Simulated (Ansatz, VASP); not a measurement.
# HfB: VASP beside Ansatz

File INCAR:

```
SYSTEM = HfB
PREC = Accurate
ENCUT = 520
EDIFF = 1E-6
ISMEAR = 0
SIGMA = 0.1
LREAL = .False.
LASPH = .True.
NELM = 150
ALGO = Normal
ISIF = 2
LWAVE = .False.
LCHARG = .False.
ISPIN = 2
MAGMOM = 5 0
LORBIT = 11
LMAXMIX = 4
NBANDS = 18
```

KPOINTS

```
Automatic mesh
0
Gamma
  6 6 6
  0 0 0
```

The input POSCAR:

```
HfB
1.0
    0.0000000000      2.3100000000      2.3100000000
    2.3100000000      0.0000000000      2.3100000000
    2.3100000000      2.3100000000      0.0000000000
Hf B
1 1
Direct
    1.1320000000      0.8120000000      1.1860000000
    0.6320000000      0.3120000000      0.6860000000
```

Input for Ansatz:

```yaml
crystal:
  lattice:
    - [0.0, 2.31, 2.31]
    - [2.31, 0.0, 2.31]
    - [2.31, 2.31, 0.0]
  atoms:
    - { symbol: Hf, position: [1.132, 0.812, 1.186], spin: 5.0 }
    - { symbol: B, position: [0.632, 0.312, 0.686] }
basis:
  ecutwfc: 420
kpoints:
  mp_grid: { grid: [6, 6, 6] }
hamiltonian:
  xc: lda
scf:
  occupations: { method: gaussian, width: 0.1 }
  lower_state_search: "off"
output:
  forces: true
  stress: true
  eigenvalues: true
  populations: true
magnetization:
  spin_polarized: true
```

Alike in both runs: task single point; functional LDA; k mesh 6 × 6 × 6; occupations gaussian, width 0.1 eV; collinear spin.

```csv
,VASP,Ansatz
version,VASP 6.6.1,Ansatz 0.2.0
potentials or method,"VASP PAW LDA potentials, release 64 (Hf_pv, B), cutoff 520 eV","scalar-relativistic, plane waves, PAW"
valence electrons in the cell,13,29
```

VASP gave:

| Item | Value |
| --- | --- |
| gap on the k mesh at the Fermi level (eV) | none |
| pressure (GPa) | 20.0 |
| net moment per atom (μB) | 0.00 |

Question: Estimate Ansatz's values.

Answer: gap on the k mesh at the Fermi level (eV): none; pressure (GPa): 18.2; net moment per atom (μB): 0.00.

LDA's correlation is that of Perdew and Zunger in VASP and of Perdew and Wang (1992) in Ansatz. A gap of «none» marks a metal or a gap that the smearing closes. VASP's potentials hold 13 valence electrons a cell and Ansatz's 29, so a difference there can come from the potentials and not from the codes. Ansatz's warnings: seeded moment not kept.

The k mesh is coarse, so the values compare programs but aren't converged. Spin-orbit coupling is off throughout.
